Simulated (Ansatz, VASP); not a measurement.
HfTi2Si2: VASP beside Ansatz

Contents of INCAR:

```
ALGO = Fast
EDIFF = 1E-7
EDIFFG = -0.01
ENCUT = 600
GGA = PE
IBRION = 2
ISIF = 3
ISMEAR = 0
LASPH = True
LCHARG = False
LREAL = False
LWAVE = False
NELM = 100
NSW = 100
PREC = Accurate
SIGMA = 0.1
```

KPOINTS

```
k-points
0
Gamma
  10 10 6
```

POSCAR

```
HfTi2Si2
1.0
    3.5534226525      0.0000000000      0.0000000000
    0.0000000000      3.5534226525      0.0000000000
    0.0000000000      0.0000000000      7.7671768367
Hf Ti Si
1 2 2
Direct
    0.0000000000      0.0000000000      0.0000000000
    0.0000000000      0.0000000000      0.3462837641
    0.0000000000      0.0000000000      0.6537162359
    0.5000000000      0.5000000000      0.0000000000
    0.5000000000      0.5000000000      0.5000000000
```

Input for Ansatz:

```yaml
crystal:
  lattice:
    - [3.5534226525, 0.0, 0.0]
    - [0.0, 3.5534226525, 0.0]
    - [0.0, 0.0, 7.7671768367]
  atoms:
    - { symbol: Hf, position: [0.0, 0.0, 0.0] }
    - { symbol: Ti, position: [0.0, 0.0, 0.3462837641] }
    - { symbol: Ti, position: [0.0, 0.0, 0.6537162359] }
    - { symbol: Si, position: [0.5, 0.5, 0.0] }
    - { symbol: Si, position: [0.5, 0.5, 0.5] }
basis:
  ecutwfc: 420
kpoints:
  mp_grid: { grid: [10, 10, 6] }
hamiltonian:
  xc: pbe
scf:
  occupations: { method: gaussian, width: 0.1 }
output:
  forces: true
  stress: true
  eigenvalues: true
relax:
  adjacent_minimum: "off"
  f_tol: 0.01
  max_steps: 80
  cell: { stress_tol: 0.05 }
```

Alike in both runs: task relaxation of cell and atoms; functional PBE; k mesh 10 × 10 × 6; occupations gaussian, width 0.1 eV; no spin polarisation.

|  | VASP | Ansatz |
| --- | --- | --- |
| version | VASP 6.6.1 | Ansatz 0.2.0 |
| potentials or method | VASP PAW PBE potentials, release 64 (Hf_pv, Ti_sv, Si), cutoff 600 eV | scalar-relativistic, plane waves, PAW |
| valence electrons in the cell | 42 | 58 |

VASP gave:

| Item | Value |
| --- | --- |
| gap on the k mesh at the Fermi level, each at its own relaxed structure (eV) | none |
| relaxed volume (Å³/atom) | 19.51 |
| relaxed length of the cell vector where the two differ most in proportion (Å) | 3.562 |

Problem. Which values does Ansatz return?

Solution. gap on the k mesh at the Fermi level, each at its own relaxed structure (eV): none; relaxed volume (Å³/atom): 19.48; relaxed length of the cell vector where the two differ most in proportion (Å): 3.559.

A gap of «none» marks a metal or a gap that the smearing closes. VASP's potentials hold 42 valence electrons a cell and Ansatz's 58, so a difference there can come from the potentials and not from the codes.

Spin-orbit coupling is off throughout.
